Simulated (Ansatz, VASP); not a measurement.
Two plane-wave programs on LaSb

```
CELL_PARAMETERS angstrom
0.00000 3.01239 3.01239
3.01239 0.00000 3.01239
3.01239 3.01239 0.00000
ATOMIC_POSITIONS crystal
La 0.00000 0.00000 0.00000
Sb 0.50000 0.50000 0.50000
```

Alike in both runs: functional LDA; k mesh 10 × 10 × 10; occupations fermi-dirac, width 0.05 eV; no spin polarisation.

Ansatz relaxed the structure, and its values are those at the end. VASP's run is a single point on that final structure, the one shown.

```csv
,VASP,Ansatz
version,VASP 6.6.1,Ansatz 0.2.0
potentials or method,"VASP PAW LDA potentials, release 64 (La, Sb)","PAW with Ansatz's default frozen-core files, scalar-relativistic"
plane-wave cutoff (eV),520,420
valence electrons in the cell,16,26
```

```csv
,VASP,Ansatz,Ansatz less VASP
pressure (GPa),16.1,16.0,-0.08
```

LDA's correlation is that of Perdew and Zunger in VASP and of Perdew and Wang (1992) in Ansatz. VASP's potentials hold 16 valence electrons a cell and Ansatz's 26, so a difference there can come from the potentials and not from the codes. Ansatz's warnings: stress scf threshold loose.

Spin-orbit coupling is off throughout.
